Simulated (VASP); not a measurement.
InSe: single point with PBEsol

Crystal: InSe.

```
In Se
1.0
     1.97297    1.13909    8.20427
    -1.97297    1.13909    8.20427
     0.00000   -2.27819    8.20427
In Se
2 2
Direct
  0.00000 0.00000 0.00000
  0.11220 0.11220 0.11220
  0.61550 0.61550 0.61550
  0.83000 0.83000 0.83000
```

```
Program                : VASP 6.6.1
Task                   : single point
Functional             : PBEsol
Potentials or basis    : VASP PAW PBE potentials, release 64 (In_d, Se)
Cutoff                 : 520 eV
k mesh                 : 7 × 7 × 7
Occupations            : fermi-dirac, width 0.01 eV
Spin                   : no spin polarisation
Dipole correction      : no
Further INCAR settings : ALGO = Normal; EDIFF = 1e-06; NBANDS = 27
```

- Pressure: 2.7 GPa
- Largest force: 0.350 eV/Å
- Band gap on the k mesh: 0.76 eV (least direct gap 0.77 eV)

Forces in eV/Å, atoms in the order of the input:
```
In   0.000  0.000  0.339
In   0.000  0.000 -0.335
Se   0.000  0.000 -0.350
Se   0.000  0.000  0.346
```

Stress tensor (GPa, compression positive):
```
2.94 0.00 0.00
0.00 2.94 0.00
0.00 0.00 2.16
```

Levels at points of the mesh, in eV from the valence-band top:
| k point | band 16 | band 17 | band 18 | band 19 | band 20 | band 21 | band 22 | band 23 |
| --- | --- | --- | --- | --- | --- | --- | --- | --- |
| (0.00, 0.00, 0.00) | -1.25 | -1.25 | -1.11 | -1.11 | 1.96 | 2.23 | 4.52 | 4.52 |

It took 3.7 min on 1 thread of Intel(R) Xeon(R) 6975P-C (Granite Rapids), with other jobs on the host, peak memory 0.58 GiB.

Caveat: the PAW data sets were made with another functional, which shifts forces and pressure a little; spin-orbit coupling is left out, which moves the levels of the heavy elements; an odd mesh through Γ misses points on the zone boundary, where band edges can lie.
